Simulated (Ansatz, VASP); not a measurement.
# Ga in VASP and in Ansatz

INCAR

```
  PREC = Accurate
  ENCUT = 520
  EDIFF = 1E-6
  ISMEAR = -1
  SIGMA = 0.05
  LREAL = F
  LASPH = T
  NELM = 60
  ALGO = Fast
  ISIF = 2
  LWAVE = F
  LCHARG = F
  GGA = PE
  NBANDS = 34
```

File KPOINTS:

```
Automatic mesh
0
Gamma
  7 7 6
```

POSCAR

```
Ga
1.0
    3.8169566100     -2.3266295500      0.0000000000
    3.8169566100      2.3266295500      0.0000000000
    0.0000000000      0.0000000000      4.4882540000
Ga
4
Direct
    0.6655504900      0.0096853900      0.2500000000
    0.0096853900      0.6655504900      0.7500000000
    0.3344495100      0.9903146100      0.7500000000
    0.9903146100      0.3344495100      0.2500000000
```

The input input.yaml:

```yaml
crystal:
  lattice:
    - [3.81695661, -2.32662955, 0.0]
    - [3.81695661, 2.32662955, 0.0]
    - [0.0, 0.0, 4.488254]
  atoms:
    - { symbol: Ga, position: [0.66555049, 0.00968539, 0.25] }
    - { symbol: Ga, position: [0.00968539, 0.66555049, 0.75] }
    - { symbol: Ga, position: [0.33444951, 0.99031461, 0.75] }
    - { symbol: Ga, position: [0.99031461, 0.33444951, 0.25] }
hamiltonian:
  xc: pbe
  pseudopotentials: { kind: paw }
kpoints:
  mp_grid: { grid: [7, 7, 6] }
scf:
  occupations: { method: fermi_dirac, width: 0.05 }
output:
  forces: true
  stress: true
  eigenvalues: true
```

Alike in both runs: task single point; functional PBE; k mesh 7 × 7 × 6; occupations fermi-dirac, width 0.05 eV; no spin polarisation.

|  | VASP | Ansatz |
| --- | --- | --- |
| version | VASP 6.6.1 | Ansatz 0.2.0 |
| potentials or method | VASP PAW PBE potentials, release 64 (Ga_d) | Ansatz PAW |
| plane-wave cutoff (eV) | 520 | 420 |
| valence electrons in the cell | 52 | 52 |

|  | VASP | Ansatz | Ansatz less VASP |
| --- | --- | --- | --- |
| gap on the k mesh at the Fermi level (eV) | none | none | - |
| pressure (GPa) | 3.3 | 3.3 | -0.04 |
| traceless stress, the component that is largest in VASP (GPa) | 0.58 | 0.57 | -0.008 |
| rms of the force components (eV/Å) | 0.028 | 0.027 | -0.0010 |

Atom by atom the forces differ by 0.002 eV/Å (rms over components). A gap of «none» marks a metal or a gap that the smearing closes.
